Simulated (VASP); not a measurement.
# KBr (Pm-3m) in VASP: notebook

KBr is run at these levels: LDA, revPBE+D3(BJ), RPBE; tasks: single point.

Program: VASP 6.6.1. These are calculated values, not measurements. Logs are shortened: lines on timing, memory, paths and dates and some standing lists are left out, and cuts for length are marked.

### Step 1. The cell of the first run

Symmetry: Pm-3m, No. 221, cubic system. Conventional cell: a = 4.043 Å, b = 4.043 Å, c = 4.043 Å, α = 90.00°, β = 90.00°, γ = 90.00°. Br (site symmetry m-3m) has 8 K at 3.50 Å and 6 Br at 4.04 Å within 4.6 Å. Within 4.6 Å of K (site symmetry m-3m) lie 8 Br at 3.50 Å and 6 K at 4.04 Å.

### Step 2. Single point, LDA

The input, INCAR:

```
  ALGO = Normal
  EDIFF = 1E-6
  ENCUT = 520
  ISIF = 2
  ISMEAR = 1
  LASPH = T
  LCHARG = F
  LREAL = F
  LWAVE = F
  NBANDS = 15
  NELM = 100
  PREC = Accurate
  SIGMA = 0.1
```

The input, KPOINTS:

```
k-points
0
Gamma
  7 7 7
```

The input, POSCAR:

```
KBr
1.0
    4.0434990000      0.0000000000      0.0000000000
    0.0000000000      4.0434990000      0.0000000000
    0.0000000000      0.0000000000      4.0434990000
Br K
1 1
Direct
    0.5000000000      0.5000000000      0.5000000000
    0.0000000000      0.0000000000      0.0000000000
```

Potentials or basis: VASP PAW LDA potentials, release 64 (Br, K_sv).

On the command line:

```bash
cat potpaw_LDA.64/Br/POTCAR potpaw_LDA.64/K_sv/POTCAR > POTCAR
mpirun -np 1 vasp_std > vasp.out
```

OUTCAR:

```text
EDIFF = 1E-6
   ENCUT = 520
   ISIF = 2
   ISMEAR = 1
   LASPH = T
   LREAL = F
   NELM = 100
   PREC = Accurate

 ion  position               nearest neighbor table
   1  0.500  0.500  0.500-
   2  0.000  0.000  0.000-

  LATTYP: Found a simple cubic cell.
 ALAT       =     4.0434990000

  Lattice vectors:

 A1 = (   4.0434990000,   0.0000000000,   0.0000000000)
 A2 = (   0.0000000000,   4.0434990000,   0.0000000000)
 A3 = (   0.0000000000,   0.0000000000,   4.0434990000)

Analysis of symmetry for initial positions (statically):
=====================================================================
 Subroutine PRICEL returns:
 Original cell was already a primitive cell.

 Routine SETGRP: Setting up the symmetry group for a
 simple cubic supercell.

 Subroutine GETGRP returns: Found 48 space group operations
 (whereof 48 operations were pure point group operations)
 out of a pool of 48 trial point group operations.

The static configuration has the point symmetry O_h .

Analysis of symmetry for dynamics (positions and initial velocities):
=====================================================================
 Subroutine PRICEL returns:
 Original cell was already a primitive cell.

 Routine SETGRP: Setting up the symmetry group for a
 simple cubic supercell.

 Subroutine GETGRP returns: Found 48 space group operations
 (whereof 48 operations were pure point group operations)
 out of a pool of 48 trial point group operations.

The dynamic configuration has the point symmetry O_h .

 Subroutine INISYM returns: Found 48 space group operations
 (whereof 48 operations are pure point group operations),
 and found     1 'primitive' translations

----------------------------------------------------------------------------------------

                                     Primitive cell

  volume of cell :      66.1107

  direct lattice vectors                    reciprocal lattice vectors
     4.043499000  0.000000000  0.000000000     0.247310559  0.000000000  0.000000000
     0.000000000  4.043499000  0.000000000     0.000000000  0.247310559  0.000000000
     0.000000000  0.000000000  4.043499000     0.000000000  0.000000000  0.247310559

  length of vectors
     4.043499000  4.043499000  4.043499000     0.247310559  0.247310559  0.247310559

  position of ions in fractional coordinates (direct lattice)
     0.500000000  0.500000000  0.500000000
     0.000000000  0.000000000  0.000000000

  ion indices of the primitive-cell ions
[... 80 lines left out ...]
   PSTRESS=    0.0 pullay stress
   NELECT =      16.0000    total number of electrons
   NUPDOWN=      -1.0000    fix difference up-down
   EMIN   =  10.00;   EMAX   =-10.00  energy-range for DOS
   EFERMI =   0.00;   METHOD = LEGACY
   ISMEAR =     1;   SIGMA  =   0.10  broadening in eV -4-tet -1-fermi 0-gaus
   EFERMI_NEDOS =   21; number of points for ismear=-14 and -15
   IALGO  =     38    algorithm
   IMIX   =      4    mixing-type and parameters
     AMIX     =   0.40;   BMIX     =  1.00
     AMIX_MAG =   1.60;   BMIX_MAG =  1.00
  volume/ion in A,a.u.               =      33.06       223.07
  Fermi-wavevector in a.u.,A,eV,Ry     =   1.020213  1.927923 14.161412  1.040834
  Thomas-Fermi vector in A             =   2.153770
   LORBIT       =      0    0 simple, 1 ext, 2 COOP (PROOUT), +10 PAW based schemes
   GGA     = CA    functional components
   LHFCALC =     F    Hartree Fock is set to
   AEXX    =    0.0000 exact exchange contribution
   IVDW    =     0    specifies the selected vdW correction
   LEPSILON=     F    determine dielectric tensor
   LRPA    =     F    only Hartree local field effects (RPA)
 non-spin polarized calculation
 Methfessel and Paxton  Order N= 1 SIGMA  =   0.10
  energy-cutoff  :      520.00
  volume of cell :       66.11
 maximum number of plane-waves:      1806
 NGX is ok and might be reduce to    30
   NGX = 15   NGY = 15   NGZ = 15

 number of electron      15.9999999 magnetization

 Free energy of the ion-electron system (eV)
  ---------------------------------------------------
  ext. energy  EPLUGINS =         0.00000000
  ---------------------------------------------------
  free energy    TOTEN  =        -6.68430177 eV

  energy without entropy =       -6.68516614  energy(sigma->0) =       -6.68458990

 E-fermi :  -0.8913     XC(G=0):  -8.3172

 val. band max:       -0.9521857172   @ k =   0.4286   0.4286   0.0000
 cond. band min:       2.5541834735   @ k =   0.0000   0.0000   0.0000
 fundamental gap:      3.5063691907
 Fermi energy:        -0.8913419075

 k-point     1 :       0.0000    0.0000    0.0000
  band No.  band energies     occupation
      1     -29.1993      2.00000
      2     -13.7372      2.00000
      3     -12.8571      2.00000
      4     -12.8571      2.00000
      5     -12.8571      2.00000
      6      -1.1959      2.00014
      7      -1.1959      2.00014
      8      -1.1959      2.00014
      9       2.5542      0.00000
     10       4.6527      0.00000
     11       4.6527      0.00000
     12       8.5823      0.00000
     13       8.5823      0.00000
     14       8.5823      0.00000
[... 329 lines left out ...]
      2     -13.3904      2.00000
      3     -12.9697      2.00000
      4     -12.9697      2.00000
      5     -12.9675      2.00000
      6      -2.3394      2.00000
      7      -2.3394      2.00000
      8      -2.3157      2.00000
      9       5.8902      0.00000
     10       6.1718      0.00000
     11       6.1718      0.00000
     12       8.0347      0.00000
     13       8.2524      0.00000
     14       8.2524      0.00000
     15      10.2021      0.00000

------------------------ aborting loop because EDIFF is reached ----------------------------------------

  FORCE on cell =-STRESS in cart. coord.  units (eV):
  Direction    XX          YY          ZZ          XY          YZ          ZX
  --------------------------------------------------------------------------------------
  -------------------------------------------------------------------------------------
  Total       -1.0964023     -1.0964023     -1.0964023     -0.0000000      0.0000000     -0.0000000
  in kB      -26.5710373    -26.5710373    -26.5710373     -0.0000000      0.0000000     -0.0000000
  external PRESSURE =     -26.5710373 kB  Pullay stress =       0.0000000 kB

 VOLUME and BASIS-vectors are now :
 -----------------------------------------------------------------------------
  energy-cutoff  :      520.00
  volume of cell :       66.11
      direct lattice vectors                 reciprocal lattice vectors
     4.043499000  0.000000000  0.000000000     0.247310559  0.000000000  0.000000000
     0.000000000  4.043499000  0.000000000     0.000000000  0.247310559  0.000000000
     0.000000000  0.000000000  4.043499000     0.000000000  0.000000000  0.247310559

 POSITION                                       TOTAL-FORCE (eV/Angst)
 -----------------------------------------------------------------------------------
      2.02175      2.02175      2.02175         0.000000      0.000000      0.000000
      0.00000      0.00000      0.00000         0.000000      0.000000      0.000000
 -----------------------------------------------------------------------------------
    total drift:                                0.000000      0.000000     -0.000000

  FREE ENERGIE OF THE ION-ELECTRON SYSTEM (eV)
  ---------------------------------------------------
  free  energy   TOTEN  =        -6.6843017730 eV

  energy  without entropy=       -6.6851661443  energy(sigma->0) =       -6.68458990
```

stdout:

```text
POSCAR found type information on POSCAR BrK
 POSCAR found :  2 types and       2 ions
 scaLAPACK will be used
 LDA part: xc-table for (Slater(with rela. corr.)+CA(PZ))
 , standard interpolation
 POSCAR, INCAR and KPOINTS ok, starting setup
 FFT: planning ... GRIDC
 FFT: planning ... GRID_SOFT
 FFT: planning ... GRID
 WAVECAR not read
 entering main loop
```

Run time: 12 s. Hardware: 1 thread of Intel Xeon Platinum 8259CL at 2.50GHz (Skylake/Cascade Lake), shared host; peak memory 0.15 GiB.

Results:

```
Free energy            : -6.6843 eV
Pressure               : -2.7 GPa
Band gap on the k mesh : 3.51 eV, indirect (least direct gap 3.75 eV)
```

A k mesh can miss the band edges. LDA gaps usually lie below the measured ones, often by a third to a half.

### Step 3. Single point, revPBE+D3(BJ), non-collinear spin, zero start, spin-orbit coupling

The input, INCAR:

```
SYSTEM = KBr
  ALGO = Normal
  EDIFF = 1E-6
  ENCUT = 520
  GGA = RE
  GGA_COMPAT = .FALSE.
  ISIF = 2
  ISMEAR = 0
  IVDW = 12
  LASPH = .TRUE.
  LCHARG = .FALSE.
  LNONCOLLINEAR = .TRUE.
  LORBIT = 11
  LORBMOM = .TRUE.
  LREAL = .FALSE.
  LSORBIT = .TRUE.
  LWAVE = .FALSE.
  MAGMOM = 0 0 0 0 0 0
  NBANDS = 28
  NELM = 150
  PREC = Accurate
  SIGMA = 0.01
```

The input, KPOINTS:

```
k-points
0
G
  7 7 7
  0 0 0
```

POSCAR is that of step 2.

Potentials or basis: VASP PAW PBE potentials, release 64 (Br, K_sv).

On the command line:

```bash
cat potpaw_PBE.64/Br/POTCAR potpaw_PBE.64/K_sv/POTCAR > POTCAR
mpirun -np 1 vasp_ncl > vasp.out
```

OUTCAR:

```text
SYSTEM = KBr
   EDIFF = 1E-6
   ENCUT = 520
   GGA = RE
   ISIF = 2
   ISMEAR = 0
   IVDW = 12
   LASPH = .TRUE.
   LNONCOLLINEAR = .TRUE.
   LORBIT = 11
   LREAL = .FALSE.
   LSORBIT = .TRUE.
   NELM = 150
   PREC = Accurate
 IVDW          = 12

 ion  position               nearest neighbor table
   1  0.500  0.500  0.500-
   2  0.000  0.000  0.000-

  LATTYP: Found a simple cubic cell.
 ALAT       =     4.0434990000

  Lattice vectors:

 A1 = (   4.0434990000,   0.0000000000,   0.0000000000)
 A2 = (   0.0000000000,   4.0434990000,   0.0000000000)
 A3 = (   0.0000000000,   0.0000000000,   4.0434990000)

Analysis of symmetry for initial positions (statically):
=====================================================================
 Subroutine PRICEL returns:
 Original cell was already a primitive cell.

 Routine SETGRP: Setting up the symmetry group for a
 simple cubic supercell.

 Subroutine GETGRP returns: Found 48 space group operations
 (whereof 48 operations were pure point group operations)
 out of a pool of 48 trial point group operations.

The static configuration has the point symmetry O_h .

[... 881 lines left out ...]
     0.0000000     0.0000000     0.0000000     0.0000000     0.0000000     0.0000000     0.0000000
     0.0000000     0.0000000     0.0000000     0.0000000     0.0000000     0.0000000     0.0000000
     0.0000000     0.0000000     0.0000000     0.0000000     0.0000000     0.0000000     0.0000000
     0.0000000     0.0000000     0.0000000     0.0000000     0.0000000     0.0000000     0.0000000
     0.0000000     0.0000000     0.0000000     0.0000000     0.0000000     0.0000000     0.0000000

 Ion:    2  E_soc:     -0.0079888
 l=   1
     0.0000000    -0.0013307    -0.0013307
    -0.0013307     0.0000000    -0.0013307
    -0.0013307    -0.0013307     0.0000000
 l=   2
     0.0000000    -0.0000002     0.0000000    -0.0000002    -0.0000006
    -0.0000002     0.0000000    -0.0000004    -0.0000002    -0.0000001
     0.0000000    -0.0000004     0.0000000    -0.0000004     0.0000000
    -0.0000002    -0.0000002    -0.0000004     0.0000000    -0.0000001
    -0.0000006    -0.0000001     0.0000000    -0.0000001     0.0000000
 l=   3
     0.0000000     0.0000000     0.0000000     0.0000000     0.0000000     0.0000000     0.0000000
     0.0000000     0.0000000     0.0000000     0.0000000     0.0000000     0.0000000     0.0000000
     0.0000000     0.0000000     0.0000000     0.0000000     0.0000000     0.0000000     0.0000000
     0.0000000     0.0000000     0.0000000     0.0000000     0.0000000     0.0000000     0.0000000
     0.0000000     0.0000000     0.0000000     0.0000000     0.0000000     0.0000000     0.0000000
     0.0000000     0.0000000     0.0000000     0.0000000     0.0000000     0.0000000     0.0000000
     0.0000000     0.0000000     0.0000000     0.0000000     0.0000000     0.0000000     0.0000000

 total charge

# of ion       s       p       d       tot
------------------------------------------
    1        1.602   3.308   0.002   4.912
    2        1.957   5.607   0.020   7.583
--------------------------------------------------
tot          3.559   8.915   0.021  12.495

 magnetization (x)

# of ion       s       p       d       tot
------------------------------------------
    1        0.000   0.000   0.000   0.000
    2        0.000   0.000   0.000   0.000
--------------------------------------------------
tot          0.000   0.000   0.000   0.000

 magnetization (y)

# of ion       s       p       d       tot
------------------------------------------
    1        0.000   0.000   0.000   0.000
    2        0.000   0.000   0.000   0.000
--------------------------------------------------
tot          0.000   0.000   0.000   0.000

 magnetization (z)

# of ion       s       p       d       tot
------------------------------------------
    1        0.000   0.000   0.000   0.000
    2        0.000   0.000   0.000   0.000
--------------------------------------------------
tot          0.000   0.000   0.000   0.000
```

OSZICAR:

```text
N       E                     dE             d eps       ncg     rms          rms(c)
DAV:   1     0.112454253441E+03    0.11245E+03   -0.69543E+03  1120   0.101E+03
DAV:   2     0.274514351940E+01   -0.10971E+03   -0.10393E+03  1336   0.266E+02
DAV:   3    -0.575352179171E+01   -0.84987E+01   -0.84524E+01  1832   0.631E+01
DAV:   4    -0.592514167005E+01   -0.17162E+00   -0.17116E+00  1592   0.849E+00
DAV:   5    -0.592977044236E+01   -0.46288E-02   -0.46281E-02  1572   0.103E+00    0.272E+00
DAV:   6    -0.575469106823E+01    0.17508E+00   -0.17008E-01  1416   0.243E+00    0.191E+00
DAV:   7    -0.573162566564E+01    0.23065E-01   -0.10952E-01  1428   0.217E+00    0.119E+00
DAV:   8    -0.573717790483E+01   -0.55522E-02   -0.15023E-02  1552   0.809E-01    0.625E-01
DAV:   9    -0.574094464213E+01   -0.37667E-02   -0.55882E-03  1216   0.620E-01    0.146E-01
DAV:  10    -0.574118409132E+01   -0.23945E-03   -0.28674E-04  1488   0.137E-01    0.634E-02
DAV:  11    -0.574147508333E+01   -0.29099E-03   -0.41769E-04  1168   0.161E-01    0.203E-02
DAV:  12    -0.574147932172E+01   -0.42384E-05   -0.76711E-06  1576   0.254E-02    0.683E-03
DAV:  13    -0.574147983002E+01   -0.50830E-06   -0.57224E-07  1152   0.461E-03
   1 F= -.65901778E+01 E0= -.65901778E+01  d E =-.102897E-33  mag=    -0.0000     0.0000     0.0000
```

stdout:

```text
POSCAR found type information on POSCAR BrK
 POSCAR found :  2 types and       2 ions
 scaLAPACK will be used
 -----------------------------------------------------------------------------
|                                                                             |
|                                                                             |
|     You enforced a specific xc type in the INCAR file but a different       |
|     I HOPE YOU KNOW WHAT YOU ARE DOING!                                     |
|                                                                             |
 -----------------------------------------------------------------------------

 LDA part: xc-table for (Slater+PW92), standard interpolation
 POSCAR, INCAR and KPOINTS ok, starting setup
 FFT: planning ... GRIDC
 FFT: planning ... GRID_SOFT
 FFT: planning ... GRID
 WAVECAR not read
 entering main loop
```

It used 89 s of CPU time on 1 thread of AMD EPYC 7R13 Processor (Zen 3), with other jobs on the host.

Results:

```
Free energy                                           : -6.5902 eV
Pressure                                              : -0.8 GPa
Net moment                                            : 0.00 μB per cell
Valence electrons inside the program's atomic spheres : Br 4.91; K 7.58
Dispersion energy per atom                            : -0.424 eV
```

Moments on the atoms (μB; x, y, z):
```
Br  0.00 0.00 0.00
K   0.00 0.00 0.00
```

Caveat: three body term missing; the PAW data sets were made with another functional, which shifts forces and pressure a little.

(Part 1 of 2 ends here.)
